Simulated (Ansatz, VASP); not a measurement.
One calculation of CoO4F, two programs

Contents of POSCAR:

```
CoO4F
1.0
    3.6638544500      0.0000000000      0.0000000000
    0.0000000000      2.3922926100      0.0000000000
    0.1747823100      0.0000000000      3.8489093900
Co F O
1 1 4
Direct
    0.0000000000      0.0000000000      0.0000000000
    0.5000000000      0.5000000000      0.5000000000
    0.6900000000      0.0000000000      0.3300000000
    0.3100000000      0.0000000000      0.6700000000
    0.7740000000      0.5000000000      0.8140000000
    0.2260000000      0.5000000000      0.1860000000
```

INCAR.step1

```
SYSTEM = CoO4F
PREC = Accurate ; ENCUT = 520
ISMEAR = 0 ; SIGMA = 0.001
LREAL = .False. ; LASPH = .True.
NELM = 60 ; NBANDS = 29
GGA = PE ; ALGO = Normal
EDIFF = 1E-4 ; LWAVE = .True.
LCHARG = .False.
```

File INCAR.step2:

```
SYSTEM = CoO4F
PREC = Accurate ; ENCUT = 520
EDIFF = 1E-7 ; ISMEAR = 0
SIGMA = 0.001 ; LREAL = .False.
LASPH = .True. ; NELM = 60
ALGO = Normal ; ISIF = 2
LWAVE = .False. ; LCHARG = .True.
METAGGA = R2SCAN ; LMIXTAU = .True.
LELF = .True. ; LVHAR = .True.
NBANDS = 29 ; ISTART = 1
```

Contents of KPOINTS:

```
Automatic mesh
0
Gamma
  5 7 5
  0 0 0
```

Input for Ansatz:

```yaml
crystal:
  lattice:
    - [3.66385445, 0.0, 0.0]
    - [0.0, 2.39229261, 0.0]
    - [0.17478231, 0.0, 3.84890939]
  atoms:
    - { symbol: Co, position: [0.0, 0.0, 0.0] }
    - { symbol: F, position: [0.5, 0.5, 0.5] }
    - { symbol: O, position: [0.69, 0.0, 0.33] }
    - { symbol: O, position: [0.31, 0.0, 0.67] }
    - { symbol: O, position: [0.774, 0.5, 0.814] }
    - { symbol: O, position: [0.226, 0.5, 0.186] }
  symmetry: { tolerance: 0.0003 }
kpoints:
  mp_grid: { grid: [5, 7, 5], shift: [0, 0, 0] }
magnetization:
  spin_polarized: false
scf:
  occupations: { method: gaussian, width: 0.001 }
hamiltonian:
  pseudopotentials: { kind: paw }
  xc: r2scan
basis:
  ecutwfc: 500
output:
  forces: true
  stress: true
  eigenvalues: true
```

Alike in both runs: task single point; functional r2SCAN; k mesh 5 × 7 × 5; occupations gaussian, width 0.001 eV; no spin polarisation.

```csv
,VASP,Ansatz
version,VASP 6.6.1,Ansatz 0.2.0
potentials or method,"VASP PAW PBE potentials, release 64 (Co, F, O), cutoff 520 eV",PAW plane waves
valence electrons in the cell,40,48
```

Ansatz gave:

- gap on the k mesh at the Fermi level (eV): none
- rms of the force components (eV/Å): 2.713

Problem. What did VASP give for the same quantities?

Solution. gap on the k mesh at the Fermi level (eV): none; rms of the force components (eV/Å): 2.616.

VASP's potentials were made for PBE, not for r2SCAN. Atom by atom the forces differ by 0.164 eV/Å (rms over components). A gap of «none» marks a metal or a gap that the smearing closes. With one functional, cell and mesh, what is left measures potentials, basis and numerics. VASP's potentials hold 40 valence electrons a cell and Ansatz's 48, so a difference there can come from the potentials and not from the codes. Ansatz's warnings: stability check not made.

The k mesh is coarse, so the values compare programs but aren't converged.
